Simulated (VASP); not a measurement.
A run of VASP 6.6.1 is set up as follows.

Contents of INCAR:

```
SYSTEM = Mg9O8
PREC = Accurate
ENCUT = 520
EDIFF = 1E-6
ISMEAR = 0
SIGMA = 0.05
LREAL = Auto
LASPH = .True.
NELM = 60
ALGO = Normal
ISIF = 2
LWAVE = .False.
LCHARG = .False.
GGA = PE
NBANDS = 47
```

The input KPOINTS:

```
Automatic mesh
0
Gamma
  2 2 2
  0 0 0
```

The input POSCAR:

```
Mg9O8
1.0
    0.0000000000      4.0260000000      4.0260000000
    4.0260000000      0.0000000000      4.0260000000
    4.0260000000      4.0260000000      0.0000000000
Mg O
9 8
Direct
   -0.0108649974      0.0073412157      0.0013844046
    0.1235987048     -0.0417019497      0.4596780793
   -0.0108350809      0.5021873856      0.0013259227
   -0.0112334448      0.5015457507      0.5082076817
    0.4856475868     -0.0112839458      0.0368822644
    0.4862199236     -0.0113849526      0.4893133085
    0.4735238638      0.5081199704      0.0100934750
    0.4862419245      0.5357563777      0.4893003720
    0.7005857526      0.0990561313      0.6011297746
    0.2483426556      0.2696085968      0.2413949130
    0.2672808410      0.2439519472      0.7447175902
    0.2484399166      0.7405551917      0.2413565963
    0.2496863402      0.7400854957      0.7700645815
    0.7145598838      0.2771637178      0.2313347729
    0.7127109540      0.2786706125      0.7782780543
    0.7558885487      0.7478442183      0.2484112888
    0.7126060071      0.7302174469      0.7784983602
```

Potentials or basis: VASP PAW PBE potentials, release 64 (Mg, O).

Run with:

```sh
$ cat potpaw_PBE.64/Mg/POTCAR potpaw_PBE.64/O/POTCAR > POTCAR
$ mpirun -np 1 vasp_std > vasp.out
```

Q: What does it give for the pressure?

A: 87.2 GPa.

Q: Predict the band gap on the k mesh.

A: Zero (band 33 reaches 12.20 eV, above the bottom of band 34 at 12.06 eV).

Q: What does it give for the largest force?

A: 0.213 eV/Å.

Stress tensor (GPa, compression positive):
```
87.28 -4.36 -4.36
-4.36 86.88  4.35
-4.36  4.35 87.32
```

Caveat: the k points lie up to 0.68 Å⁻¹ apart.
